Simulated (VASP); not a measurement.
Input of a VASP 6.6.1 run:

File INCAR:

```
ALGO     = Normal         # electronic algorithm
EDIFF    = 1E-6           # SCF threshold, eV
ENCUT    = 520            # plane-wave cutoff, eV
GGA      = PE             # functional
ISIF     = 2              # what is computed and relaxed
ISMEAR   = 0              # smearing method
ISPIN    = 2              # spin polarisation
LASPH    = True           # aspherical terms in the spheres
LCHARG   = False          # write CHGCAR
LMAXMIX  = 4              # l up to which the mixer works
LORBIT   = 11             # projections on sites
LREAL    = False          # projectors in reciprocal space
LWAVE    = False          # write WAVECAR
MAGMOM   = 2.08           # initial moments
NBANDS   = 14             # bands
NELM     = 150            # most SCF steps
NUPDOWN  = 2.08           # fixed moment
PREC     = Accurate       # precision mode
SIGMA    = 0.1            # smearing width, eV
```

The input KPOINTS:

```
k-points
0
Gamma
  11 11 11
```

POSCAR

```
Co
1.0
    0.0000000000      1.8011500000      1.8011500000
    1.8011500000      0.0000000000      1.8011500000
    1.8011500000      1.8011500000      0.0000000000
Co
1
Direct
    0.0000000000      0.0000000000      0.0000000000
```

Potentials or basis: VASP PAW PBE potentials, release 64 (Co).

Command:

```bash
$ cat potpaw_PBE.64/Co/POTCAR > POTCAR
$ mpirun -np 1 vasp_std > vasp.out
```

Question: Estimate the pressure.

Answer: -6.0 GPa.

Caveat: the total moment is fixed, so each spin has its own Fermi level.
